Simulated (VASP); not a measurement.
Here is a VASP 6.6.1 calculation.

File INCAR:

```
SYSTEM = Si10H4Cl
ALGO = Normal ; EDIFF = 1E-7
ENCUT = 520 ; GGA = PS
ISIF = 2 ; ISMEAR = -1
LASPH = .TRUE. ; LCHARG = .FALSE.
LREAL = Auto ; LWAVE = .FALSE.
NBANDS = 72 ; NELM = 80
PREC = Accurate ; SIGMA = 0.02
```

The input KPOINTS:

```
k-points
0
G
  2 2 1
  0 0 0
```

File POSCAR:

```
Si10H4Cl
1.0
    7.6791800000      0.0000000000      0.0000000000
    0.0000000000      7.6791800000      0.0000000000
    0.0000000000      0.0000000000     19.2555000000
H Si Cl
8 20 2
Direct
    0.4093920184      0.0000000000      0.0519332139
    0.0906079816      0.0000000000      0.0519332139
    0.9093920184      0.0000000000      0.0519332139
    0.5906079816      0.0000000000      0.0519332139
    0.4093920184      0.5000000000      0.0519332139
    0.0906079816      0.5000000000      0.0519332139
    0.9093920184      0.5000000000      0.0519332139
    0.5906079816      0.5000000000      0.0519332139
    0.2500000000      0.0000000000      0.0968814105
    0.7500000000      0.0000000000      0.0968814105
    0.2500000000      0.5000000000      0.0968814105
    0.7500000000      0.5000000000      0.0968814105
    0.2499941400      0.2500200542      0.1640462725
    0.7500487031      0.2491827252      0.1629902106
    0.2499628867      0.7501743676      0.1700978422
    0.7499756484      0.7482910936      0.1680138142
   -0.0010291463      0.2470287192      0.2319682688
    0.5010636552      0.2469917361      0.2319182052
   -0.0037504004      0.7479247784      0.2414054686
    0.5036998742      0.7479223042      0.2413698943
   -0.0292057225      0.0050272295      0.3082507855
    0.5290084358      0.0049764428      0.3082674041
   -0.0108468613      0.4871647754      0.3074502869
    0.5106956732      0.4871224532      0.3073143258
    0.2499369724      0.0919971924      0.3341380385
    0.7498898320      0.0719309874      0.3926955415
    0.2500131524      0.3895975872      0.3564449118
    0.7498695173      0.3863420313      0.3728391888
    0.7498545418      0.5116715587      0.4690949079
    0.2505103409      0.3183543035      0.4627451897
```

Potentials or basis: VASP PAW PBE potentials, release 64 (H, Si, Cl).

Run with:

```console
$ cat potpaw_PBE.64/H/POTCAR potpaw_PBE.64/Si/POTCAR potpaw_PBE.64/Cl/POTCAR > POTCAR
$ mpirun -np 1 vasp_std > vasp.out
```

Problem. Estimate the band gap on the k mesh.

Solution. 0.39 eV (least direct gap 0.77 eV).

Problem. Estimate the largest force.

Solution. 0.493 eV/Å.

Forces in eV/Å, atoms in the order of the input:
```
H   -0.475 -0.077 -0.034
H    0.475 -0.077 -0.035
H   -0.482 -0.081 -0.058
H    0.482 -0.080 -0.058
H   -0.470  0.084 -0.029
H    0.470  0.083 -0.030
H   -0.487  0.043 -0.065
H    0.487  0.042 -0.065
Si  -0.002 -0.267  0.175
Si   0.001 -0.346 -0.048
Si  -0.001  0.298  0.176
Si   0.000  0.200 -0.081
Si   0.000  0.004 -0.001
Si   0.000 -0.004  0.006
Si   0.000 -0.003  0.000
Si   0.003 -0.007 -0.009
Si   0.015  0.000  0.003
Si  -0.014 -0.009  0.003
Si   0.003 -0.023  0.001
Si  -0.005 -0.019  0.001
Si  -0.015 -0.025 -0.003
Si   0.018 -0.023 -0.010
Si   0.025 -0.004  0.009
Si  -0.018 -0.003  0.021
Si  -0.005 -0.009 -0.103
Si   0.001  0.000 -0.008
Si  -0.001 -0.008  0.143
Si  -0.004  0.034  0.030
Cl   0.000 -0.018 -0.039
Cl  -0.001  0.296  0.108
```

Caveat: there is no dipole correction, which matters where the two faces differ; semilocal functionals underestimate gaps, and a narrow one can read as zero; the PAW data sets were made with another functional, which shifts forces and pressure a little.
